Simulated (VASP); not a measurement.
# Pd (Im-3m) in VASP: a series of runs, part 2 of 2

VASP 6.6.1. The steps go on from the part before.

## 3. Single point, RPBE, collinear spin (14.00 Å³/atom)

This run uses another cell than the first one, of 14.00 Å³/atom.

INCAR reads:

```
SYSTEM = Pd
PREC = Accurate
ENCUT = 520
EDIFF = 1E-6
ISMEAR = -1
SIGMA = 0.05
LREAL = .False.
LASPH = .True.
NELM = 150
ALGO = Normal
ISIF = 2
LWAVE = .False.
LCHARG = .False.
ISPIN = 2
MAGMOM = 0.5
LORBIT = 11
LMAXMIX = 4
GGA = RP
NBANDS = 15
```

KPOINTS reads:

```
Automatic mesh
0
Gamma
  16 16 16
  0 0 0
```

POSCAR reads:

```
Pd
1.0
   -1.5183964948      1.5183964948      1.5183964948
    1.5183964948     -1.5183964948      1.5183964948
    1.5183964948      1.5183964948     -1.5183964948
Pd
1
Direct
    0.0000000000      0.0000000000      0.0000000000
```

Potentials or basis: VASP PAW PBE potentials, release 64 (Pd).

On the command line:

```bash
> cat potpaw_PBE.64/Pd/POTCAR > POTCAR
> mpirun -np 1 vasp_std > vasp.out
```

OUTCAR:

```text
SYSTEM = Pd
   PREC = Accurate
   ENCUT = 520
   EDIFF = 1E-6
   ISMEAR = -1
   LREAL = .False.
   LASPH = .True.
   NELM = 150
   ISIF = 2
   ISPIN = 2
   LORBIT = 11
   GGA = RP

 ion  position               nearest neighbor table
   1  0.000  0.000  0.000-

  LATTYP: Found a body centered cubic cell.
 ALAT       =     3.0367929896

  Lattice vectors:

 A1 = (  -1.5183964948,   1.5183964948,   1.5183964948)
 A2 = (   1.5183964948,  -1.5183964948,   1.5183964948)
[... 1075 lines left out ...]
  -------------------------------------------------------------------------------------
  Total        2.2554842      2.2554842      2.2554842      0.0000000      0.0000000      0.0000000
  in kB      258.0683871    258.0683871    258.0683871      0.0000000      0.0000000      0.0000000
  external PRESSURE =     258.0683871 kB  Pullay stress =       0.0000000 kB

 VOLUME and BASIS-vectors are now :
 -----------------------------------------------------------------------------
  energy-cutoff  :      520.00
  volume of cell :       14.00
      direct lattice vectors                 reciprocal lattice vectors
    -1.518396495  1.518396495  1.518396495     0.000000000  0.329294754  0.329294754
     1.518396495 -1.518396495  1.518396495     0.329294754  0.000000000  0.329294754
     1.518396495  1.518396495 -1.518396495     0.329294754  0.329294754  0.000000000

 POSITION                                       TOTAL-FORCE (eV/Angst)
 -----------------------------------------------------------------------------------
      0.00000      0.00000      0.00000         0.000000      0.000000     -0.000000
 -----------------------------------------------------------------------------------
    total drift:                                0.000000     -0.000000      0.000000

  FREE ENERGIE OF THE ION-ELECTRON SYSTEM (eV)
  ---------------------------------------------------
  free  energy   TOTEN  =        -4.4594611434 eV

  energy  without entropy=       -4.4488726629  energy(sigma->0) =       -4.45416690

 total charge

# of ion       s       p       d       tot
------------------------------------------
    1        0.521   0.517   8.539   9.578

 magnetization (x)

# of ion       s       p       d       tot
------------------------------------------
    1       -0.000  -0.000   0.000   0.000
```

stdout:

```text
POSCAR found type information on POSCAR Pd
 POSCAR found :  1 types and       1 ions
 scaLAPACK will be used
 -----------------------------------------------------------------------------
|                                                                             |
|                                                                             |
|     You enforced a specific xc type in the INCAR file but a different       |
|     I HOPE YOU KNOW WHAT YOU ARE DOING!                                     |
|                                                                             |
 -----------------------------------------------------------------------------

 LDA part: xc-table for (Slater+PW92), standard interpolation
 POSCAR, INCAR and KPOINTS ok, starting setup
 FFT: planning ... GRIDC
 FFT: planning ... GRID_SOFT
 FFT: planning ... GRID
 WAVECAR not read
 entering main loop
```

Wall time 2.1 min (1 thread of Intel Xeon 8259CL, shared host); peak memory 0.13 GiB.

Results:

```
Free energy                                           : -4.4595 eV
Pressure                                              : 25.8 GPa
Band gap on the k mesh                                : zero (filled and empty bands overlap)
Net moment                                            : 0.00 μB per cell
Valence electrons inside the program's atomic spheres : Pd 9.58
```

Caveat: the cell stands under pressure; the PAW data sets were made with another functional, which shifts forces and pressure a little.

## 4. Single point, RPBE, collinear spin (14.64 Å³/atom)

This run uses another cell than the first one, of 14.64 Å³/atom.

INCAR reads:

```
SYSTEM = Pd
PREC = Accurate
ENCUT = 520
EDIFF = 1E-6
ISMEAR = -1
SIGMA = 0.05
LREAL = .FALSE.
LASPH = .TRUE.
NELM = 150
ALGO = Normal
ISIF = 2
LWAVE = .FALSE.
LCHARG = .FALSE.
ISPIN = 2
MAGMOM = 0.5
LORBIT = 11
LMAXMIX = 4
GGA = RP
NBANDS = 15
```

KPOINTS reads:

```
Automatic mesh
0
G
  16 16 16
  0 0 0
```

POSCAR reads:

```
Pd
1.0
   -1.5410624707      1.5410624707      1.5410624707
    1.5410624707     -1.5410624707      1.5410624707
    1.5410624707      1.5410624707     -1.5410624707
Pd
1
Direct
    0.0000000000      0.0000000000      0.0000000000
```

On the command line:

```bash
> cat potpaw_PBE.64/Pd/POTCAR > POTCAR
> mpirun -np 1 vasp_std > vasp.out
```

Run time: 2.4 min. Hardware: 1 thread of Intel Xeon 8259CL, shared host; peak memory 0.14 GiB.

It converged, with:

```yaml
Free_energy: -4.5395 eV
Pressure: 14.8 GPa
Band_gap_on_the_k_mesh: zero (filled and empty bands overlap)
Net_moment: 0.00 μB per cell
Valence_electrons_inside_the_program's_atomic_spheres: Pd 9.48
```

Levels at points of the mesh, in eV from the Fermi level:
Spin up:
| k point | band 1 | band 2 | band 3 | band 4 | band 5 | band 6 | band 7 | band 8 | band 9 | band 10 |
| --- | --- | --- | --- | --- | --- | --- | --- | --- | --- | --- |
| (0.00, 0.00, 0.00) | -7.16 | -3.00 | -3.00 | -3.00 | -1.00 | -1.00 | 19.39 | 19.39 | 19.39 | 26.44 |
| (0.50, 0.00, 0.00) | -5.37 | -4.22 | -1.06 | -0.75 | 0.61 | 1.41 | 8.06 | 15.17 | 18.03 | 24.53 |
| (0.50, 0.50, 0.50) | -5.33 | -5.33 | 0.21 | 0.21 | 0.21 | 9.32 | 9.32 | 9.32 | 17.78 | 17.78 |
Spin down:
| k point | band 2 | band 3 | band 4 | band 5 | band 6 | band 7 | band 8 | band 9 |
| --- | --- | --- | --- | --- | --- | --- | --- | --- |
| (0.00, 0.00, 0.00) | -3.00 | -3.00 | -3.00 | -1.00 | -1.00 | 19.39 | 19.39 | 19.39 |
| (0.50, 0.00, 0.00) | -4.22 | -1.06 | -0.75 | 0.61 | 1.41 | 8.06 | 15.17 | 18.03 |
| (0.50, 0.50, 0.50) | -5.33 | 0.21 | 0.21 | 0.21 | 9.32 | 9.32 | 9.32 | 17.78 |

Caveat: the cell stands under pressure; the PAW data sets were made with another functional, which shifts forces and pressure a little.

## 5. The runs side by side

| cell | k mesh | gap on the mesh (eV) | pressure (GPa) | moment (μB) |
| --- | --- | --- | --- | --- |
| a = 2.744 Å, angles 109.5°, 1 atom | 14 × 14 × 14 | none | -0.2 | 0.00 |
| a = 2.630 Å, angles 109.5°, 1 atom | 16 × 16 × 16 | none | 25.8 | 0.00 |
| a = 2.669 Å, angles 109.5°, 1 atom | 16 × 16 × 16 | none | 14.8 | 0.00 |

Alike in all rows: task single point; level RPBE; potentials or basis VASP PAW PBE potentials, release 64 (Pd); spin collinear; cutoff (eV) 520; smearing fermi-dirac 0.05 eV.

Caveats: the PAW data sets were made with another functional, which shifts forces and pressure a little; the cell stands under pressure (at least some runs).

Total energies depend on the potentials used, so only differences within one code and one set of settings carry meaning.
